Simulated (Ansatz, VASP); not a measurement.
Si2W in VASP and in Ansatz

Contents of POSCAR:

```
Si2W
1.0
    3.2112931008      0.0000000000      0.0000000000
    0.0000000000      3.2112931008      0.0000000000
    0.0000000000      0.0000000000     25.3828727967
Si W
6 3
Direct
    0.0000000000      0.0000000000      0.2954748290
    0.0000000000      0.0000000000      0.3970494862
    0.5000000000      0.5000000000      0.4492126714
    0.5000000000      0.5000000000      0.5507873286
    0.0000000000      0.0000000000      0.6029505138
    0.0000000000      0.0000000000      0.7045251710
    0.5000000000      0.5000000000      0.3462621576
    0.0000000000      0.0000000000      0.5000000000
    0.5000000000      0.5000000000      0.6537378424
```

The input INCAR.step1:

```
SYSTEM = Si2W
PREC = Accurate
ENCUT = 520
ISMEAR = 0
SIGMA = 0.1
LREAL = .False.
LASPH = .True.
NELM = 80
LDIPOL = .True.
IDIPOL = 3
DIPOL = 0.5 0.5 0.500
NBANDS = 43
GGA = PE
ALGO = Normal
EDIFF = 1E-4
LWAVE = .True.
LCHARG = .False.
```

File INCAR.step2:

```
SYSTEM = Si2W
PREC = Accurate
ENCUT = 520
EDIFF = 1E-6
ISMEAR = 0
SIGMA = 0.1
LREAL = .False.
LASPH = .True.
NELM = 80
ALGO = Normal
ISIF = 2
LWAVE = .False.
LCHARG = .False.
LDIPOL = .True.
IDIPOL = 3
DIPOL = 0.5 0.5 0.500
METAGGA = R2SCAN
LMIXTAU = .True.
NBANDS = 43
ISTART = 1
```

The input KPOINTS:

```
regular mesh
0
Gamma
  11 11 1
  0 0 0
```

Input for Ansatz:

```yaml
crystal:
  lattice:
    - [3.2112931008, 0.0, 0.0]
    - [0.0, 3.2112931008, 0.0]
    - [0.0, 0.0, 25.3828727967]
  atoms:
    - { symbol: Si, position: [0.0, 0.0, 0.295474829] }
    - { symbol: W, position: [0.5, 0.5, 0.3462621576] }
    - { symbol: Si, position: [0.0, 0.0, 0.3970494862] }
    - { symbol: Si, position: [0.5, 0.5, 0.4492126714] }
    - { symbol: W, position: [0.0, 0.0, 0.5] }
    - { symbol: Si, position: [0.5, 0.5, 0.5507873286] }
    - { symbol: Si, position: [0.0, 0.0, 0.6029505138] }
    - { symbol: W, position: [0.5, 0.5, 0.6537378424] }
    - { symbol: Si, position: [0.0, 0.0, 0.704525171] }
basis:
  ecutwfc: 550
kpoints:
  mp_grid: { grid: [11, 11, 1] }
hamiltonian:
  xc: r2scan
scf:
  occupations: { method: gaussian, width: 0.1 }
output:
  forces: true
  stress: true
  eigenvalues: true
efield:
  axis: 3
  dipole_correction: true
  ramp_width: 0.04
```

Alike in both runs: task single point; functional r2SCAN; k mesh 11 × 11 × 1; occupations gaussian, width 0.1 eV; no spin polarisation.

```csv
,VASP,Ansatz
version,VASP 6.6.1,Ansatz 0.2.0
potentials or method,"VASP PAW PBE potentials, release 64 (Si, W_sv), cutoff 520 eV","scalar-relativistic, plane waves, PAW"
valence electrons in the cell,66,66
```

|  | VASP | Ansatz | Ansatz less VASP |
| --- | --- | --- | --- |
| gap on the k mesh at the Fermi level (eV) | none | none | - |
| rms of the force components (eV/Å) | 0.194 | 0.194 | +0.0004 |

VASP's potentials were made for PBE, not for r2SCAN. A gap of «none» marks a metal or a gap that the smearing closes. The functional is the same, so the differences come from potentials, cutoffs and numerics.

Spin-orbit coupling is off throughout.
